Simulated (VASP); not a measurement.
# TiB2 (P6/mmm) in VASP: notebook, part 2 of 2

VASP 6.6.1. Earlier steps stand in the parts before.

### Step 4. Single point, r2SCAN

Input file POSCAR:

```
TiB2
1.0
    3.0292000000      0.0000000000      0.0000000000
   -1.5146000000      2.6233640000      0.0000000000
    0.0000000000      0.0000000000      3.2284000000
Ti B
1 2
Direct
    0.0000000000      0.0000000000      0.0000000000
    0.3333333333      0.6666666667      0.5000000000
    0.6666666667      0.3333333333      0.5000000000
```

Input file INCAR.step1:

```
ALGO     = Normal         # electronic algorithm
EDIFF    = 1E-5           # SCF threshold, eV
ENCUT    = 550            # plane-wave cutoff, eV
GGA      = PE             # functional
GGA_COMPAT= F            
ISMEAR   = 1              # smearing method
LASPH    = T              # aspherical terms in the spheres
LCHARG   = F              # write CHGCAR
LREAL    = F              # projectors in reciprocal space
LWAVE    = T              # write WAVECAR
NBANDS   = 16             # bands
NELM     = 120            # most SCF steps
PREC     = Accurate       # precision mode
SIGMA    = 0.1            # smearing width, eV
```

Input file INCAR.step2:

```
ALGO     = Normal         # electronic algorithm
EDIFF    = 1E-6           # SCF threshold, eV
ENCUT    = 550            # plane-wave cutoff, eV
GGA_COMPAT= F            
ISIF     = 2              # what is computed and relaxed
ISMEAR   = 1              # smearing method
ISTART   = 1            
LASPH    = T              # aspherical terms in the spheres
LCHARG   = F              # write CHGCAR
LMIXTAU  = T            
LREAL    = F              # projectors in reciprocal space
LWAVE    = F              # write WAVECAR
METAGGA  = R2SCAN         # meta-GGA
NBANDS   = 16             # bands
NELM     = 120            # most SCF steps
PREC     = Accurate       # precision mode
SIGMA    = 0.1            # smearing width, eV
```

Input file KPOINTS:

```
k-points
0
Gamma
  10 10 9
```

Potentials or basis: VASP PAW PBE potentials, release 64 (Ti_sv, B).

Command:

```
> cat potpaw_PBE.64/Ti_sv/POTCAR potpaw_PBE.64/B/POTCAR > POTCAR
> cp INCAR.step1 INCAR
> mpirun -np 1 vasp_std > vasp.out
> cp INCAR.step2 INCAR
> mpirun -np 1 vasp_std > vasp.out
```

OUTCAR:

```text
EDIFF = 1E-6
   ENCUT = 550
   ISIF = 2
   ISMEAR = 1
   ISTART = 1
   LASPH = T
   LREAL = F
   METAGGA = R2SCAN
   NELM = 120
   PREC = Accurate

 ion  position               nearest neighbor table
   1  0.000  0.000  0.000-   2 2.38   2 2.38   3 2.38   3 2.38   2 2.38   3 2.38   2 2.38   3 2.38
                             3 2.38   3 2.38   2 2.38   2 2.38
   2  0.333  0.667  0.500-   3 1.75   3 1.75   3 1.75   1 2.38   1 2.38   1 2.38   1 2.38   1 2.38
                             1 2.38
[... 658 lines left out ...]
  Direction    XX          YY          ZZ          XY          YZ          ZX
  --------------------------------------------------------------------------------------
  -------------------------------------------------------------------------------------
  Total       -0.0925438     -0.0925437      0.0129772      0.0000000     -0.0000000      0.0000000
  in kB       -5.7794149     -5.7794142      0.8104343      0.0000000     -0.0000000      0.0000000
  external PRESSURE =      -3.5827982 kB  Pullay stress =       0.0000000 kB

 VOLUME and BASIS-vectors are now :
 -----------------------------------------------------------------------------
  energy-cutoff  :      550.00
  volume of cell :       25.66
      direct lattice vectors                 reciprocal lattice vectors
     3.029200000  0.000000000  0.000000000     0.330120164  0.190594977  0.000000000
    -1.514600000  2.623364000  0.000000000     0.000000000  0.381189953  0.000000000
     0.000000000  0.000000000  3.228400000     0.000000000  0.000000000  0.309750960

 POSITION                                       TOTAL-FORCE (eV/Angst)
 -----------------------------------------------------------------------------------
      0.00000      0.00000      0.00000        -0.000000      0.000000      0.000000
     -0.00000      1.74891      1.61420         0.000000      0.000000      0.000000
      1.51460      0.87445      1.61420        -0.000000     -0.000000      0.000000
 -----------------------------------------------------------------------------------
    total drift:                               -0.000000      0.000000     -0.000000

  FREE ENERGIE OF THE ION-ELECTRON SYSTEM (eV)
  ---------------------------------------------------
  free  energy   TOTEN  =       -30.9694759055 eV

  energy  without entropy=      -30.9686066632  energy(sigma->0) =      -30.96918616
```

OUTCAR.step1:

```text
EDIFF = 1E-5
   ENCUT = 550
   GGA = PE
   ISMEAR = 1
[... 686 lines left out ...]
      0.00000      0.00000      0.00000         0.000000      0.000000     -0.000000
     -0.00000      1.74891      1.61420        -0.000000     -0.000000      0.000000
      1.51460      0.87445      1.61420         0.000000      0.000000     -0.000000
 -----------------------------------------------------------------------------------
    total drift:                               -0.000000      0.000000     -0.000000

  FREE ENERGIE OF THE ION-ELECTRON SYSTEM (eV)
  ---------------------------------------------------
  free  energy   TOTEN  =       -24.4260903782 eV

  energy  without entropy=      -24.4252801743  energy(sigma->0) =      -24.42582031
```

Run time: 1.7 min. Hardware: 1 thread of Intel Xeon Platinum 8488C (Sapphire Rapids), shared host; peak memory 0.17 GiB.

What came out:

```yaml
Free_energy: -30.9695 eV
Pressure: -0.4 GPa
Band_gap_on_the_k_mesh: zero (bands 9 and 10 overlap by 0.35 eV)
```

Caveat: the PAW data sets were made with another functional, which shifts forces and pressure a little.

### Step 5. Single point, r2SCAN

POSCAR is that of step 4.

Input file INCAR.step1:

```
SYSTEM = TiB2
PREC     = Accurate       ! precision mode
ENCUT    = 550            ! plane-wave cutoff, eV
ISMEAR   = 1              ! smearing method
SIGMA    = 0.05           ! smearing width, eV
LREAL    = .False.        ! projectors in reciprocal space
LASPH    = .True.         ! aspherical terms in the spheres
NELM     = 120            ! most SCF steps
NBANDS   = 16             ! bands
GGA      = PE             ! functional
ALGO     = Normal         ! electronic algorithm
EDIFF    = 1E-5           ! SCF threshold, eV
LWAVE    = .True.         ! write WAVECAR
LCHARG   = .False.        ! write CHGCAR
GGA_COMPAT= .False.
```

Input file INCAR.step2:

```
SYSTEM = TiB2
PREC     = Accurate       ! precision mode
ENCUT    = 550            ! plane-wave cutoff, eV
EDIFF    = 1E-6           ! SCF threshold, eV
ISMEAR   = 1              ! smearing method
SIGMA    = 0.05           ! smearing width, eV
LREAL    = .False.        ! projectors in reciprocal space
LASPH    = .True.         ! aspherical terms in the spheres
NELM     = 120            ! most SCF steps
ALGO     = Normal         ! electronic algorithm
ISIF     = 2              ! what is computed and relaxed
LWAVE    = .False.        ! write WAVECAR
LCHARG   = .False.        ! write CHGCAR
METAGGA  = R2SCAN         ! meta-GGA
LMIXTAU  = .True.       
NBANDS   = 16             ! bands
ISTART   = 1            
GGA_COMPAT= .False.
```

Input file KPOINTS:

```
Automatic mesh
0
Gamma
  10 10 9
  0 0 0
```

Command:

```
> cat potpaw_PBE.64/Ti_sv/POTCAR potpaw_PBE.64/B/POTCAR > POTCAR
> cp INCAR.step1 INCAR
> mpirun -np 1 vasp_std > vasp.out
> cp INCAR.step2 INCAR
> mpirun -np 1 vasp_std > vasp.out
```

It took 92 s on 1 thread of Intel Xeon Platinum 8488C (Sapphire Rapids), shared host; peak memory 0.17 GiB.

Results (log left out):

* Free energy: -30.9691 eV
* Pressure: -0.4 GPa
* Band gap on the k mesh: zero (bands 9 and 10 overlap by 0.35 eV)

Stress tensor (GPa, compression positive):
```
-0.57  0.00  0.00
 0.00 -0.57  0.00
 0.00  0.00  0.06
```

Levels at points of the mesh, in eV from the Fermi level:
```
           k point  band 6  band 7  band 8  band 9  band 10  band 11  band 12  band 13
(0.00, 0.00, 0.00)   -2.71   -2.71   -2.54   -2.13     2.04     2.04     3.91     3.91
(0.50, 0.00, 0.00)   -9.95   -3.48   -3.40   -2.31     1.45     2.93     3.44     3.52
```

Caveat: the PAW data sets were made with another functional, which shifts forces and pressure a little.

### Step 6. Single point, r2SCAN

POSCAR is that of step 5.

Input file INCAR.step1:

```
ALGO = Normal
EDIFF = 1E-5
ENCUT = 550
GGA = PE
GGA_COMPAT = F
ISMEAR = 1
LASPH = T
LCHARG = F
LREAL = F
LWAVE = T
NBANDS = 16
NELM = 120
PREC = Accurate
SIGMA = 0.025
```

Input file INCAR.step2:

```
ALGO = Normal
EDIFF = 1E-6
ENCUT = 550
GGA_COMPAT = F
ISIF = 2
ISMEAR = 1
ISTART = 1
LASPH = T
LCHARG = F
LMIXTAU = T
LREAL = F
LWAVE = F
METAGGA = R2SCAN
NBANDS = 16
NELM = 120
PREC = Accurate
SIGMA = 0.025
```

Input file KPOINTS:

```
k-points
0
Gamma
  10 10 9
```

Potentials or basis: VASP PAW PBE potentials, release 64 (Ti_sv, B).

Command:

```
> cat potpaw_PBE.64/Ti_sv/POTCAR potpaw_PBE.64/B/POTCAR > POTCAR
> cp INCAR.step1 INCAR
> mpirun -np 1 vasp_std > vasp.out
> cp INCAR.step2 INCAR
> mpirun -np 1 vasp_std > vasp.out
```

It took 93 s on 1 thread of Intel Xeon Platinum 8488C (Sapphire Rapids), shared host; peak memory 0.17 GiB.

The run converged. Its results:

```yaml
Free_energy: -30.9689 eV
Pressure: -0.4 GPa
Band_gap_on_the_k_mesh: zero (bands 9 and 10 overlap by 0.35 eV)
```

Stress tensor (GPa, compression positive):
```
-0.55  0.00  0.00
 0.00 -0.55  0.00
 0.00  0.00  0.03
```

Levels at points of the mesh, in eV from the Fermi level:
| k point | band 6 | band 7 | band 8 | band 9 | band 10 | band 11 | band 12 | band 13 |
| --- | --- | --- | --- | --- | --- | --- | --- | --- |
| (0.00, 0.00, 0.00) | -2.72 | -2.72 | -2.55 | -2.13 | 2.04 | 2.04 | 3.91 | 3.91 |
| (0.50, 0.00, 0.00) | -9.95 | -3.49 | -3.40 | -2.32 | 1.45 | 2.92 | 3.43 | 3.52 |

Caveat: the PAW data sets were made with another functional, which shifts forces and pressure a little.

### Step 7. Overview

```csv
smearing,gap on the mesh (eV),pressure (GPa)
methfessel-paxton 0.25 eV,none,-0.4
methfessel-paxton 0.15 eV,none,-0.4
methfessel-paxton 0.1 eV,none,-0.4
methfessel-paxton 0.05 eV,none,-0.4
methfessel-paxton 0.025 eV,none,-0.4
```

Alike in all rows: task single point; level r2SCAN; potentials or basis VASP PAW PBE potentials, release 64 (Ti_sv, B); no spin polarisation; cell as given; k mesh 10 × 10 × 9; cutoff (eV) 550.

Caveats: the PAW data sets were made with another functional, which shifts forces and pressure a little.

Absolute energies hang on the potentials; compare differences alone.
